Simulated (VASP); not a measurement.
The system is NiMoIrPdW.

```
Ni Mo Pd Ir W
1.0
     2.76616    0.00000    0.00000
    -1.38308    2.39557    0.00000
     0.00000    0.00000   11.02292
Ni Mo Pd Ir W
1 1 1 1 1
Direct
  0.33333 0.66667 0.59712
  0.00000 0.00000 0.41074
  0.66667 0.33333 0.79520
  0.66667 0.33333 0.19960
  0.33333 0.66667 0.99734
```

- Program: VASP 6.6.1
- Task: relaxation of cell and atoms
- Functional: PBEsol
- Dispersion: D3(BJ)
- Potentials or basis: VASP PAW PBE potentials, release 64 (Ni, Mo_sv, Pd, Ir, W_sv)
- Cutoff: 600 eV
- k mesh: 8 × 8 × 2
- Occupations: fermi-dirac, width 0.05 eV
- Spin: collinear spin, ferromagnetic start
- Starting moments: [1.0, 1.0, 0.0, 0.6, 0.0] μB

At the start: pressure -14.9 GPa; volume 14.61 Å³/atom.

How do energy, volume and symmetry change on relaxing?

Over 20 steps the energy falls by 40.7 meV/atom and the volume is 13.76 Å³/atom (-5.8 %); space group P3m1 (No. 156, to 0.1 Å) before and after; moment 0.00 μB per cell.

Step by step:
```csv
step,energy change (eV),largest force (eV/Å),pressure (GPa),volume (Å³)
1,0.0000,0.1374,-14.91,73.04
2,1.4102,1.5543,62.41,59.59
3,-0.1944,0.2229,-1.06,69.25
4,-0.1951,0.2430,-0.31,69.06
5,-0.1951,0.2515,0.09,68.99
6,-0.2009,0.1695,0.18,68.88
7,-0.2017,0.1268,0.23,68.82
8,-0.2031,0.0431,-0.59,68.97
9,-0.2032,0.0486,-0.51,68.95
10,-0.2028,0.0466,0.83,68.62
11,-0.2035,0.0360,0.13,68.81
12,-0.2035,0.0370,0.09,68.83
13,-0.2035,0.0379,0.03,68.84
14,-0.2035,0.0357,-0.08,68.83
15,-0.2035,0.0192,0.05,68.81
16,-0.2035,0.0212,0.08,68.81
17,-0.2035,0.0076,-0.13,68.85
18,-0.2035,0.0079,-0.12,68.83
19,-0.2035,0.0108,-0.09,68.83
20,-0.2035,0.0095,0.09,68.81
```

Final structure:
```
CELL_PARAMETERS angstrom
2.71188 0.00000 0.00000
-1.35594 2.34856 0.00000
0.00000 0.00000 10.80363
ATOMIC_POSITIONS crystal
Ni 0.33333 0.66667 0.59824
Mo 0.00000 0.00000 0.41205
Pd 0.66667 0.33333 0.79299
Ir 0.66667 0.33333 0.20082
W 0.33333 0.66667 0.99589
```

Caveat: the moments typed at the start vanished in this run; the PAW data sets were made with another functional, which shifts forces and pressure a little.
